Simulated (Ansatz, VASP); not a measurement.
Two plane-wave programs on InPd

The input INCAR:

```
PREC = Accurate
ENCUT = 520
EDIFF = 1E-6
ISMEAR = 0
SIGMA = 0.15
LREAL = F
LASPH = T
NELM = 60
ALGO = Fast
ISIF = 2
LWAVE = F
LCHARG = F
GGA = PE
NBANDS = 18
```

File KPOINTS:

```
regular mesh
0
Gamma
  16 16 16
```

File POSCAR:

```
InPd
1.0
    3.0789614603      0.0000000000      0.0000000000
    0.0000000000      3.0789614603      0.0000000000
    0.0000000000      0.0000000000      3.6947537524
In Pd
1 1
Direct
    0.0000000000      0.0000000000      0.0000000000
    0.5000000000      0.5000000000      0.5000000000
```

Input for Ansatz:

```yaml
crystal:
  lattice:
    - [3.0789614603, 0.0, 0.0]
    - [0.0, 3.0789614603, 0.0]
    - [0.0, 0.0, 3.6947537524]
  atoms:
    - { symbol: In, position: [0.0, 0.0, 0.0] }
    - { symbol: Pd, position: [0.5, 0.5, 0.5] }
basis:
  ecutwfc: 420
kpoints:
  mp_grid: { grid: [16, 16, 16] }
hamiltonian:
  xc: pbe
scf:
  occupations: { method: gaussian, width: 0.15 }
output:
  forces: true
  stress: true
  eigenvalues: true
```

Alike in both runs: task single point; functional PBE; k mesh 16 × 16 × 16; occupations gaussian, width 0.15 eV; no spin polarisation.

```csv
,VASP,Ansatz
version,VASP 6.6.1,Ansatz 0.2.0
potentials or method,"VASP PAW PBE potentials, release 64 (In_d, Pd), cutoff 520 eV","scalar-relativistic, plane waves, PAW"
valence electrons in the cell,23,31
```

Ansatz gave:

- gap on the k mesh at the Fermi level (eV): none
- pressure (GPa): 3.9
- traceless stress, the component that is largest in VASP (GPa): -2.99

Which values does VASP return?

gap on the k mesh at the Fermi level (eV): none; pressure (GPa): 4.0; traceless stress, the component that is largest in VASP (GPa): -2.97.

A gap of «none» marks a metal or a gap that the smearing closes. The functional is the same, so the differences come from potentials, cutoffs and numerics. VASP's potentials hold 23 valence electrons a cell and Ansatz's 31, so a difference there can come from the potentials and not from the codes.
